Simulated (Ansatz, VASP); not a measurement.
# Two plane-wave programs on B2P

The input INCAR:

```
SYSTEM = B2P
PREC = Accurate ; ENCUT = 600
EDIFF = 1E-6 ; ISMEAR = 0
SIGMA = 0.1 ; LREAL = .False.
LASPH = .True. ; NELM = 80
ALGO = Normal ; ISIF = 3
LWAVE = .False. ; LCHARG = .False.
GGA = PE ; IBRION = 2
NSW = 90 ; EDIFFG = -0.04
```

The input KPOINTS:

```
Automatic mesh
0
Gamma
  4 4 6
  0 0 0
```

The input POSCAR:

```
B2P
1.0
    3.8986838421      0.0000000000      0.0000000000
    0.0000000000      4.7583135423      0.0000000000
    0.0000000000      0.0000000000      2.9704592006
B P
4 2
Direct
    0.2004000000      0.3787000000      0.0000000000
    0.7996000000      0.6213000000      0.0000000000
    0.7004000000      0.1213000000      0.5000000000
    0.2996000000      0.8787000000      0.5000000000
    0.0000000000      0.0000000000      0.0000000000
    0.5000000000      0.5000000000      0.5000000000
```

Input for Ansatz:

```yaml
crystal:
  lattice:
    - [3.8986838421, 0.0, 0.0]
    - [0.0, 4.7583135423, 0.0]
    - [0.0, 0.0, 2.9704592006]
  atoms:
    - { symbol: B, position: [0.2004, 0.3787, 0.0] }
    - { symbol: B, position: [0.7996, 0.6213, 0.0] }
    - { symbol: B, position: [0.7004, 0.1213, 0.5] }
    - { symbol: B, position: [0.2996, 0.8787, 0.5] }
    - { symbol: P, position: [0.0, 0.0, 0.0] }
    - { symbol: P, position: [0.5, 0.5, 0.5] }
basis:
  ecutwfc: 420
kpoints:
  mp_grid: { grid: [4, 4, 6] }
hamiltonian:
  xc: pbe
scf:
  occupations: { method: gaussian, width: 0.1 }
  lower_state_search: "off"
output:
  forces: true
  stress: true
  eigenvalues: true
relax:
  adjacent_minimum: "off"
  f_tol: 0.04
  max_steps: 70
  cell: { stress_tol: 0.4 }
```

Alike in both runs: task relaxation of cell and atoms; functional PBE; k mesh 4 × 4 × 6; occupations gaussian, width 0.1 eV; no spin polarisation.

|  | VASP | Ansatz |
| --- | --- | --- |
| version | VASP 6.6.1 | Ansatz 0.2.0 |
| potentials or method | VASP PAW PBE potentials, release 64 (B, P), cutoff 600 eV | scalar-relativistic, plane waves, PAW |
| valence electrons in the cell | 22 | 22 |

```tsv
	VASP	Ansatz	Ansatz less VASP
gap on the k mesh at the Fermi level, each at its own relaxed structure (eV)	none	none	-
relaxed volume (Å³/atom)	10.15	10.17	+0.019
relaxed cell length with the largest relative difference (Å)	3.965	3.973	+0.0076
```

A gap of «none» marks a metal or a gap that the smearing closes.

The k mesh is coarse, so the values compare programs but aren't converged.
